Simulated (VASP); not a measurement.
# Mo (I4/mmm) in VASP: notebook

The runs below take Mo through single point, with PBE.

All numbers are computed with VASP 6.6.1; they aren't measurements. Logs are shortened: lines on timing, memory, paths and dates and some standing lists are left out, and cuts for length are marked.

## (1) The cell of the first run

It takes space group I4/mmm (No. 139, tetragonal). The conventional cell has a = 3.142 Å, b = 3.142 Å, c = 3.095 Å, α = 90.00°, β = 90.00°, γ = 90.00°. Mo (site symmetry 4/mmm) has 14 Mo at 2.71 to 3.14 Å within 3.6 Å.

## (2) Single point, PBE (strain -0.0150 x Voigt [0, 1, 0, 0, 0, 0])

INCAR reads:

```
PREC = Accurate ; ENCUT = 520
EDIFF = 1E-7 ; ISMEAR = 0
SIGMA = 0.15 ; LREAL = F
LASPH = T ; NELM = 80
ALGO = Fast ; ISIF = 2
LWAVE = F ; LCHARG = T
GGA = PE ; LELF = T
LVHAR = T ; NBANDS = 13
```

KPOINTS reads:

```
regular mesh
0
Gamma
  22 22 22
```

POSCAR reads:

```
Mo
1.0
   -1.5710000000      1.5474350000      1.5710000000
    1.5710000000     -1.5474350000      1.5710000000
    1.5710000000      1.5474350000     -1.5710000000
Mo
1
Direct
    0.0000000000      0.0000000000      0.0000000000
```

Potentials or basis: VASP PAW PBE potentials, release 64 (Mo_sv).

The run is started by

```
$ cat potpaw_PBE.64/Mo_sv/POTCAR > POTCAR
$ mpirun -np 1 vasp_std > vasp.out
```

OUTCAR:

```text
PREC = Accurate
   ENCUT = 520
   EDIFF = 1E-7
   ISMEAR = 0
   LREAL = F
   LASPH = T
   NELM = 80
   ISIF = 2
   GGA = PE

 ion  position               nearest neighbor table
   1  0.000  0.000  0.000-

  LATTYP: Found a body centered tetragonal cell.
 ALAT       =     3.1420000000
 C/A-ratio  =     0.9850000000

  Lattice vectors:

 A1 = (  -1.5710000000,  -1.5474350000,   1.5710000000)
 A2 = (   1.5710000000,  -1.5474350000,  -1.5710000000)
 A3 = (   1.5710000000,   1.5474350000,   1.5710000000)

Analysis of symmetry for initial positions (statically):
=====================================================================
 Subroutine PRICEL returns:
 Original cell was already a primitive cell.

 Routine SETGRP: Setting up the symmetry group for a
 body centered tetragonal supercell.

 Subroutine GETGRP returns: Found 16 space group operations
 (whereof 16 operations were pure point group operations)
 out of a pool of 16 trial point group operations.

The static configuration has the point symmetry D_4h.

Analysis of symmetry for dynamics (positions and initial velocities):
=====================================================================
 Subroutine PRICEL returns:
 Original cell was already a primitive cell.

 Routine SETGRP: Setting up the symmetry group for a
 body centered tetragonal supercell.

 Subroutine GETGRP returns: Found 16 space group operations
 (whereof 16 operations were pure point group operations)
 out of a pool of 16 trial point group operations.

The dynamic configuration has the point symmetry D_4h.

 Subroutine INISYM returns: Found 16 space group operations
 (whereof 16 operations are pure point group operations),
 and found     1 'primitive' translations

----------------------------------------------------------------------------------------

                                     Primitive cell

  volume of cell :      15.2765

  direct lattice vectors                    reciprocal lattice vectors
    -1.571000000  1.547435000  1.571000000     0.000000000  0.323115349  0.318268619
     1.571000000 -1.547435000  1.571000000     0.318268619  0.000000000  0.318268619
     1.571000000  1.547435000 -1.571000000     0.318268619  0.323115349  0.000000000

  length of vectors
     2.707514927  2.707514927  2.707514927     0.453539902  0.450099797  0.453539902

  position of ions in fractional coordinates (direct lattice)
     0.000000000  0.000000000  0.000000000

  ion indices of the primitive-cell ions
   primitive index   ion index
                 1           1

----------------------------------------------------------------------------------------

 KPOINTS: regular mesh

Automatic generation of k-mesh.
 Grid dimensions read from file:
 generate k-points for:   22   22   22

 Generating k-lattice:

  Cartesian coordinates                     Fractional coordinates (reciprocal lattice)
     0.000000000  0.014687061  0.014466755     0.045454545 -0.000000000  0.000000000
     0.014466755  0.000000000  0.014466755     0.000000000  0.045454545  0.000000000
     0.014466755  0.014687061  0.000000000     0.000000000 -0.000000000  0.045454545

  Length of vectors
     0.020615450  0.020459082  0.020615450

  Shift w.r.t. Gamma in fractional coordinates (k-lattice)
     0.000000000  0.000000000  0.000000000

 Subroutine IBZKPT returns following result:
 ===========================================

 Found    834 irreducible k-points:

 Following reciprocal coordinates:
            Coordinates               Weight
  0.000000  0.000000  0.000000      1.000000
  0.045455 -0.000000  0.000000      8.000000
  0.090909 -0.000000  0.000000      8.000000
  0.136364  0.000000  0.000000      8.000000
  0.181818 -0.000000  0.000000      8.000000
  0.227273 -0.000000  0.000000      8.000000
[... 16 lines left out ...]
  0.454545  0.045455  0.000000     16.000000
  0.500000  0.045455  0.000000     16.000000
 [... further k-points ...]
   k-points           NKPTS =    834   k-points in BZ     NKDIM =    834   number of bands    NBANDS=     13
   number of dos      NEDOS =    301   number of ions     NIONS =      1
   total plane-waves  NPLWV =   8000
   dimension x,y,z NGX =    20 NGY =   20 NGZ =   20
   dimension x,y,z NGXF=    40 NGYF=   40 NGZF=   40
   ions per type =               1
   NGX,Y,Z   is equivalent  to a cutoff of  12.28, 12.28, 12.28 a.u.
   NGXF,Y,Z  is equivalent  to a cutoff of  24.56, 24.56, 24.56 a.u.
 SYSTEM =  unknown system
   PREC   = accura    normal or accurate (medium, high low for compatibility)
   ISTART =      0    job   : 0-new  1-cont  2-samecut
   ICHARG =      2    charge: 1-file 2-atom 10-const
   ISPIN  =      1    spin polarized calculation?
   LNONCOLLINEAR =      F non collinear calculations
   LSORBIT =      F    spin-orbit coupling
   LASPH  =      T    aspherical Exc in radial PAW
   ENCUT  =  520.0 eV  38.22 Ry    6.18 a.u.   5.03  5.03  5.03*2*pi/ulx,y,z
   NELM   =     80;   NELMIN=  2; NELMDL= -5     # of ELM steps
   EDIFF  = 0.1E-06   stopping-criterion for ELM
   LREAL  =      F    real-space projection
   EDIFFG = 0.1E-05   stopping-criterion for IOM
   NSW    =      0    number of steps for IOM
   IBRION =     -1    ionic relax: 0-MD 1-quasi-New 2-CG
   NFREE  =      0    steps in history (QN), initial steepest desc. (CG)
   ISIF   =      2    stress and relaxation
   ISYM   =      2    0-nonsym 1-usesym 2-fastsym
   POTIM  = 0.5000    time-step for ionic-motion
   TEBEG  =    0.0;   TEEND  =   0.0 temperature during run
   PSTRESS=    0.0 pullay stress
   NELECT =      14.0000    total number of electrons
   NUPDOWN=      -1.0000    fix difference up-down
   EMIN   =  10.00;   EMAX   =-10.00  energy-range for DOS
   EFERMI =   0.00;   METHOD = LEGACY
   ISMEAR =     0;   SIGMA  =   0.15  broadening in eV -4-tet -1-fermi 0-gaus
   EFERMI_NEDOS =   21; number of points for ismear=-14 and -15
   IALGO  =     68    algorithm
   IMIX   =      4    mixing-type and parameters
     AMIX     =   0.40;   BMIX     =  1.00
     AMIX_MAG =   1.60;   BMIX_MAG =  1.00
  volume/ion in A,a.u.               =      15.28       103.09
  Fermi-wavevector in a.u.,A,eV,Ry     =   1.590166  3.004979 34.404090  2.528629
  Thomas-Fermi vector in A             =   2.688903
   LORBIT       =      0    0 simple, 1 ext, 2 COOP (PROOUT), +10 PAW based schemes
   GGA     = PE    functional components
   LHFCALC =     F    Hartree Fock is set to
   AEXX    =    0.0000 exact exchange contribution
   IVDW    =     0    specifies the selected vdW correction
   LEPSILON=     F    determine dielectric tensor
   LRPA    =     F    only Hartree local field effects (RPA)
 non-spin polarized calculation
 RMM-DIIS sequential band-by-band and
 Gauss-broadening in eV      SIGMA  =   0.15
  energy-cutoff  :      520.00
  volume of cell :       15.28
 maximum number of plane-waves:       426
   NGX =  9   NGY =  9   NGZ =  9

 number of electron      13.9999998 magnetization

 Free energy of the ion-electron system (eV)
  ---------------------------------------------------
  ext. energy  EPLUGINS =         0.00000000
  ---------------------------------------------------
  free energy    TOTEN  =       -10.91930131 eV

  energy without entropy =      -10.91203504  energy(sigma->0) =      -10.91566817

 E-fermi :  12.9618     XC(G=0): -13.5202

 val. band max:       12.9571311009   @ k =  -0.2727   0.3182   0.1364
 cond. band min:      12.9629356479   @ k =  -0.2727   0.2727   0.1364
 fundamental gap:      0.0058045470
 Fermi energy:        12.9617872277

 k-point     1 :       0.0000    0.0000    0.0000
  band No.  band energies     occupation
      1     -48.3146      2.00000
      2     -21.5281      2.00000
      3     -21.5281      2.00000
      4     -21.5217      2.00000
      5       5.6573      2.00000
      6      11.4416      2.00000
      7      11.6223      2.00000
      8      11.6223      2.00000
      9      14.5521      0.00000
     10      14.7865      0.00000
     11      27.7363      0.00000
     12      27.7363      0.00000
     13      28.0352      0.00000

 k-point     2 :       0.0455   -0.0000    0.0000
  band No.  band energies     occupation
      1     -48.3088      2.00000
      2     -21.5580      2.00000
      3     -21.5383      2.00000
      4     -21.5251      2.00000
      5       5.7525      2.00000
      6      11.4350      2.00000
      7      11.6124      2.00000
      8      11.6626      2.00000
      9      14.5290      0.00000
     10      14.7285      0.00000
     11      27.8651      0.00000
     12      27.8974      0.00000
     13      28.1757      0.00000

 k-point     3 :       0.0909   -0.0000    0.0000
  band No.  band energies     occupation
      1     -48.2919      2.00000
      2     -21.6529      2.00000
      3     -21.5679      2.00000
      4     -21.5265      2.00000
      5       6.0287      2.00000
      6      11.3077      2.00000
      7      11.5736      2.00000
      8      11.8971      2.00000
      9      14.4043      0.00000
     10      14.6600      0.00000
     11      28.1222      0.00000
     12      28.3710      0.00000
     13      28.6331      0.00000
[... 305 lines left out ...]
 k-point    23 :       0.4545    0.0455    0.0000
  band No.  band energies     occupation
      1     -48.0225      2.00000
      2     -23.0122      2.00000
      3     -22.0178      2.00000
      4     -21.5581      2.00000
      5       7.5701      2.00000
      6       9.4257      2.00000
      7      14.2401      0.00000
      8      14.7440      0.00000
      9      15.6672      0.00000
     10      18.0087      0.00000
     11      24.9703      0.00000
     12      25.1836      0.00000
     13      30.4556      0.00000

 k-point    24 :       0.5000    0.0455    0.0000
  band No.  band energies     occupation
      1     -48.0224      2.00000
      2     -23.0126      2.00000
      3     -22.0177      2.00000
      4     -21.5584      2.00000
      5       7.5698      2.00000
      6       9.4249      2.00000
      7      14.2031      0.00000
      8      14.7938      0.00000
      9      15.6656      0.00000
     10      18.0057      0.00000
     11      24.9992      0.00000
     12      25.1435      0.00000
     13      30.4585      0.00000

 [... further k-points ...]

------------------------ aborting loop because EDIFF is reached ----------------------------------------

  FORCE on cell =-STRESS in cart. coord.  units (eV):
  Direction    XX          YY          ZZ          XY          YZ          ZX
  --------------------------------------------------------------------------------------
  -------------------------------------------------------------------------------------
  Total        0.7755470      1.2412724      0.7755470     -0.0000000      0.0000000      0.0000000
  in kB       81.3380851    130.1825925     81.3380851     -0.0000000      0.0000000      0.0000000
  external PRESSURE =      97.6195876 kB  Pullay stress =       0.0000000 kB

 VOLUME and BASIS-vectors are now :
 -----------------------------------------------------------------------------
  energy-cutoff  :      520.00
  volume of cell :       15.28
      direct lattice vectors                 reciprocal lattice vectors
    -1.571000000  1.547435000  1.571000000     0.000000000  0.323115349  0.318268619
     1.571000000 -1.547435000  1.571000000     0.318268619  0.000000000  0.318268619
     1.571000000  1.547435000 -1.571000000     0.318268619  0.323115349  0.000000000

 POSITION                                       TOTAL-FORCE (eV/Angst)
 -----------------------------------------------------------------------------------
      0.00000      0.00000      0.00000         0.000000     -0.000000     -0.000000
 -----------------------------------------------------------------------------------
    total drift:                                0.000000     -0.000000      0.000000

  FREE ENERGIE OF THE ION-ELECTRON SYSTEM (eV)
  ---------------------------------------------------
  free  energy   TOTEN  =       -10.9193013056 eV

  energy  without entropy=      -10.9120350391  energy(sigma->0) =      -10.91566817
```

Run time: 3.5 min. Hardware: 1 thread of Intel Xeon 8259CL, shared host; peak memory 0.26 GiB.

Results:

```
Free energy            : -10.9193 eV
Pressure               : 9.8 GPa
Band gap on the k mesh : zero (bands 7 and 8 overlap by 5.46 eV)
```

Caveat: the cell differs from its parent crystal (strain -0.0150 x Voigt [0, 1, 0, 0, 0, 0]); the cell stands under pressure.

## (3) Single point, PBE (strain +0.0150 x Voigt [0, 1, 0, 0, 0, 0])

INCAR reads:

```
SYSTEM = Mo
ALGO = Fast
EDIFF = 1E-6
ENCUT = 520
GGA = PE
ISIF = 2
ISMEAR = 0
LASPH = .True.
LCHARG = .False.
LREAL = .False.
LWAVE = .False.
NBANDS = 13
NELM = 60
PREC = Accurate
SIGMA = 0.15
```

KPOINTS reads:

```
k-points
0
Gamma
  22 22 22
  0 0 0
```

POSCAR reads:

```
Mo
1.0
   -1.5710000000      1.5945650000      1.5710000000
    1.5710000000     -1.5945650000      1.5710000000
    1.5710000000      1.5945650000     -1.5710000000
Mo
1
Direct
    0.0000000000      0.0000000000      0.0000000000
```

Potentials or basis: VASP PAW PBE potentials, release 64 (Mo_sv).

The run is started by

```
$ cat potpaw_PBE.64/Mo_sv/POTCAR > POTCAR
$ mpirun -np 1 vasp_std > vasp.out
```

OUTCAR:

```text
SYSTEM = Mo
   EDIFF = 1E-6
   ENCUT = 520
   GGA = PE
   ISIF = 2
   ISMEAR = 0
   LASPH = .True.
   LREAL = .False.
   NELM = 60
   PREC = Accurate

 ion  position               nearest neighbor table
   1  0.000  0.000  0.000-

  LATTYP: Found a body centered tetragonal cell.
 ALAT       =     3.1420000000
 C/A-ratio  =     1.0150000000

  Lattice vectors:

 A1 = (  -1.5710000000,  -1.5945650000,   1.5710000000)
 A2 = (   1.5710000000,  -1.5945650000,  -1.5710000000)
 A3 = (   1.5710000000,   1.5945650000,   1.5710000000)

Analysis of symmetry for initial positions (statically):
=====================================================================
 Subroutine PRICEL returns:
 Original cell was already a primitive cell.

 Routine SETGRP: Setting up the symmetry group for a
 body centered tetragonal supercell.

 Subroutine GETGRP returns: Found 16 space group operations
 (whereof 16 operations were pure point group operations)
 out of a pool of 16 trial point group operations.

The static configuration has the point symmetry D_4h.

Analysis of symmetry for dynamics (positions and initial velocities):
=====================================================================
 Subroutine PRICEL returns:
 Original cell was already a primitive cell.

 Routine SETGRP: Setting up the symmetry group for a
 body centered tetragonal supercell.

 Subroutine GETGRP returns: Found 16 space group operations
 (whereof 16 operations were pure point group operations)
 out of a pool of 16 trial point group operations.

The dynamic configuration has the point symmetry D_4h.

 Subroutine INISYM returns: Found 16 space group operations
 (whereof 16 operations are pure point group operations),
 and found     1 'primitive' translations

----------------------------------------------------------------------------------------
[... 116 lines left out ...]
   GGA     = PE    functional components
   LHFCALC =     F    Hartree Fock is set to
   AEXX    =    0.0000 exact exchange contribution
   IVDW    =     0    specifies the selected vdW correction
   LEPSILON=     F    determine dielectric tensor
   LRPA    =     F    only Hartree local field effects (RPA)
 non-spin polarized calculation
 RMM-DIIS sequential band-by-band and
 Gauss-broadening in eV      SIGMA  =   0.15
  energy-cutoff  :      520.00
  volume of cell :       15.74
 maximum number of plane-waves:       438
   NGX = 11   NGY = 11   NGZ = 11

 number of electron      14.0000003 magnetization

 Free energy of the ion-electron system (eV)
  ---------------------------------------------------
  ext. energy  EPLUGINS =         0.00000000
  ---------------------------------------------------
  free energy    TOTEN  =       -10.93539304 eV

  energy without entropy =      -10.92789051  energy(sigma->0) =      -10.93164178

 E-fermi :  12.4698     XC(G=0): -13.3507

 val. band max:       12.4678530247   @ k =  -0.2273   0.2727   0.0909
 cond. band min:      12.4700242676   @ k =   0.1818  -0.0000   0.0000
 fundamental gap:      0.0021712429
 Fermi energy:        12.4698170377

 k-point     1 :       0.0000    0.0000    0.0000
  band No.  band energies     occupation
      1     -48.7982      2.00000
      2     -22.0839      2.00000
      3     -22.0789      2.00000
      4     -22.0789      2.00000
      5       5.2683      2.00000
      6      11.0772      2.00000
      7      11.0772      2.00000
      8      11.2446      2.00000
      9      14.0204      0.00000
     10      14.2357      0.00000
     11      27.1158      0.00000
     12      27.3996      0.00000
     13      27.3996      0.00000
[... 354 lines left out ...]
  band No.  band energies     occupation
      1     -48.5420      2.00000
      2     -23.4369      2.00000
      3     -22.5163      2.00000
      4     -22.0994      2.00000
      5       7.2783      2.00000
      6       9.2011      2.00000
      7      13.5864      0.00000
      8      14.0464      0.00000
      9      14.9869      0.00000
     10      17.2823      0.00000
     11      23.9769      0.00000
     12      24.6074      0.00000
     13      29.7887      0.00000

 [... further k-points ...]

------------------------ aborting loop because EDIFF is reached ----------------------------------------

  FORCE on cell =-STRESS in cart. coord.  units (eV):
  Direction    XX          YY          ZZ          XY          YZ          ZX
  --------------------------------------------------------------------------------------
  -------------------------------------------------------------------------------------
  Total        0.2794554     -0.1529502      0.2794554     -0.0000000      0.0000000      0.0000000
  in kB       28.4425449    -15.5670408     28.4425449     -0.0000000      0.0000000      0.0000000
  external PRESSURE =      13.7726830 kB  Pullay stress =       0.0000000 kB

 VOLUME and BASIS-vectors are now :
 -----------------------------------------------------------------------------
  energy-cutoff  :      520.00
  volume of cell :       15.74
      direct lattice vectors                 reciprocal lattice vectors
    -1.571000000  1.594565000  1.571000000     0.000000000  0.313565142  0.318268619
     1.571000000 -1.594565000  1.571000000     0.318268619  0.000000000  0.318268619
     1.571000000  1.594565000 -1.571000000     0.318268619  0.313565142  0.000000000

 POSITION                                       TOTAL-FORCE (eV/Angst)
 -----------------------------------------------------------------------------------
      0.00000      0.00000      0.00000        -0.000000     -0.000000     -0.000000
 -----------------------------------------------------------------------------------
    total drift:                                0.000000     -0.000000     -0.000000

  FREE ENERGIE OF THE ION-ELECTRON SYSTEM (eV)
  ---------------------------------------------------
  free  energy   TOTEN  =       -10.9353930449 eV

  energy  without entropy=      -10.9278905126  energy(sigma->0) =      -10.93164178
```

OSZICAR:

```text
N       E                     dE             d eps       ncg     rms          rms(c)
DAV:   1     0.915955179229E+02    0.91596E+02   -0.80411E+03 21816   0.110E+03
DAV:   2    -0.104577411066E+02   -0.10205E+03   -0.98267E+02 24839   0.310E+02
DAV:   3    -0.115957883323E+02   -0.11380E+01   -0.11351E+01 24199   0.327E+01
DAV:   4    -0.115983998601E+02   -0.26115E-02   -0.26115E-02 24439   0.190E+00
DAV:   5    -0.115984168865E+02   -0.17026E-04   -0.17027E-04 24599   0.136E-01    0.145E+01
RMM:   6    -0.110166131404E+02    0.58180E+00   -0.69356E-01 21757   0.779E+00    0.420E+00
RMM:   7    -0.109382137302E+02    0.78399E-01   -0.20310E-01 22273   0.415E+00    0.110E+00
RMM:   8    -0.109356245249E+02    0.25892E-02   -0.10516E-02 24022   0.113E+00    0.152E-01
RMM:   9    -0.109354039506E+02    0.22057E-03   -0.11321E-03 24298   0.353E-01    0.436E-02
RMM:  10    -0.109353943921E+02    0.95586E-05   -0.19143E-04 25018   0.150E-01    0.221E-02
RMM:  11    -0.109353933305E+02    0.10615E-05   -0.14823E-05 24531   0.487E-02    0.178E-03
RMM:  12    -0.109353930449E+02    0.28559E-06   -0.31978E-06 18871   0.204E-02
   1 F= -.10935393E+02 E0= -.10931642E+02  d E =-.750253E-02
```

Wall time 2.8 min (1 thread of Intel Xeon 8259CL, shared host); peak memory 0.26 GiB.

What came out:

- Free energy: -10.9354 eV
- Pressure: 1.4 GPa
- Band gap on the k mesh: zero (bands 7 and 8 overlap by 5.16 eV)

Caveat: the cell differs from its parent crystal (strain +0.0150 x Voigt [0, 1, 0, 0, 0, 0]).

(Continued in part 2 of 2.)
